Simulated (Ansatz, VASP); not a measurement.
Pd in VASP and in Ansatz

```
CELL_PARAMETERS angstrom
1.46261 0.84444 7.06871
-1.46261 0.84444 7.06871
0.00000 -1.68888 7.06871
ATOMIC_POSITIONS crystal
Pd 0.00000 0.00000 0.00000
Pd 0.22222 0.22222 0.22222
Pd 0.77778 0.77778 0.77778
```

Alike in both runs: task single point; functional PBEsol; k mesh 9 × 9 × 9; occupations gaussian, width 0.1 eV; no spin polarisation.

```csv
,VASP,Ansatz
version,VASP 6.6.1,Ansatz 0.2.0
potentials or method,"VASP PAW PBE potentials, release 64 (Pd), cutoff 500 eV","scalar-relativistic, plane waves, PAW"
valence electrons in the cell,30,54
```

Ansatz gave:

| Quantity | Value |
| --- | --- |
| gap on the k mesh at the Fermi level (eV) | none |
| pressure (GPa) | -22.2 |
| traceless stress, the component that is largest in VASP (GPa) | 0.90 |
| rms of the force components (eV/Å) | 0.025 |

Task: What did VASP give for the same quantities?

Result: gap on the k mesh at the Fermi level (eV): none; pressure (GPa): -22.3; traceless stress, the component that is largest in VASP (GPa): 0.89; rms of the force components (eV/Å): 0.025.

VASP's potentials were made for PBE, not for PBEsol. Atom by atom the forces differ by 0.000 eV/Å (rms over components). A gap of «none» marks a metal or a gap that the smearing closes. The functional is the same, so the differences come from potentials, cutoffs and numerics. VASP's potentials hold 30 valence electrons a cell and Ansatz's 54, so a difference there can come from the potentials and not from the codes.
